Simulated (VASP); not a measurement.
Runs of VASP 6.6.1 on MoS2. Symmetry: Fm-3m, No. 225, cubic system. The conventional cell has a = 5.865 Å, b = 5.865 Å, c = 5.865 Å, α = 90.00°, β = 90.00°, γ = 90.00°. Mo (site symmetry m-3m) has 8 S at 2.54 Å within 3.4 Å. S (site symmetry -43m) has 4 Mo at 2.54 Å and 6 S at 2.93 Å within 3.4 Å. 

| level | potentials or basis | spin | k mesh | cutoff (eV) | gap on the mesh (eV) | pressure (GPa) |
| --- | --- | --- | --- | --- | --- | --- |
| LDA | VASP PAW LDA potentials, release 64 (Mo_sv, S) | off | 8 × 8 × 8 | 520 | none | -7.5 |
| LDA | VASP PAW LDA potentials, release 64 (Mo_sv, S) | off | 4 × 4 × 4 | 500 | none | -8.0 |
| PBE | VASP PAW PBE potentials, release 64 (Mo_sv, S) | non-collinear, zero start, SOC | 4 × 4 × 4 | 520 | - | (a) |
| r2SCAN | VASP PAW PBE potentials, release 64 (Mo_sv, S) | off | 6 × 6 × 6 | 520 | none | 0.4 |

Alike in all rows: task single point; cell as given; smearing fermi-dirac 0.02 eV.

Problem. Fill in the values left out.

Solution. (a) -0.1.

Caveats: some runs use coarse meshes; the PAW data sets were made with another functional, which shifts forces and pressure a little (some runs).

A k mesh can miss the band edges, and rows without SOC leave out spin-orbit coupling on Mo.

A gap of «none» marks levels without a gap at the run's occupations.
